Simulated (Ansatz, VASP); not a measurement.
Two plane-wave programs on Ti

Contents of INCAR:

```
PREC = Accurate ; ENCUT = 400
EDIFF = 1E-8 ; ISMEAR = -1
SIGMA = 0.05 ; LREAL = False
LASPH = True ; NELM = 120
ALGO = Normal ; ISIF = 2
LWAVE = False ; LCHARG = False
LEFG = True ; NBANDS = 12
GGA_COMPAT = False
```

KPOINTS

```
regular mesh
0
Gamma
  14 14 14
```

The input POSCAR:

```
Ti
1.0
    0.0203000000      2.0401500000      2.0401500000
    2.0401500000      0.0203000000      2.0401500000
    2.0401500000      2.0401500000      0.0203000000
Ti
1
Direct
    0.0000000000      0.0000000000      0.0000000000
```

Input for Ansatz:

```yaml
crystal:
  lattice:
    - [0.0203, 2.04015, 2.04015]
    - [2.04015, 0.0203, 2.04015]
    - [2.04015, 2.04015, 0.0203]
  atoms:
    - { symbol: Ti, position: [0.0, 0.0, 0.0] }
kpoints:
  mp_grid: { grid: [14, 14, 14] }
scf:
  occupations: { method: fermi_dirac, width: 0.05 }
hamiltonian:
  xc: lda
  pseudopotentials: { kind: paw }
output:
  forces: true
  stress: true
  eigenvalues: true
  efg: { contact_densities: true }
  write_density: true
  write_potential: true
  elf: true
  volumetric_format: npy
```

Change from the starting cell: equal xy, yz and zx shear strains of +1 %, PAW files.

Alike in both runs: task electric field gradients; functional LDA; k mesh 14 × 14 × 14; occupations fermi-dirac, width 0.05 eV; no spin polarisation.

|  | VASP | Ansatz |
| --- | --- | --- |
| version | VASP 6.6.1 | Ansatz 0.2.0 |
| potentials or method | VASP PAW LDA potentials, release 64 (Ti_sv) | PAW with Ansatz's default frozen-core files, scalar-relativistic |
| plane-wave cutoff (eV) | 400 | 420 |
| valence electrons in the cell | 12 | 12 |

VASP gave:

| Item | Value |
| --- | --- |
| pressure (GPa) | -5.7 |
| traceless stress, the component that is largest in VASP (GPa) | -0.50 |
| size of Vzz on the site where it differs most (V/Å²) | 4.0 |

**Question.** Estimate Ansatz's values.

**Answer.** Pressure (GPa): -4.9; traceless stress, the component that is largest in VASP (GPa): -0.50; size of Vzz on the site where it differs most (V/Å²): 4.1.

LDA's correlation is that of Perdew and Zunger in VASP and of Perdew and Wang (1992) in Ansatz.
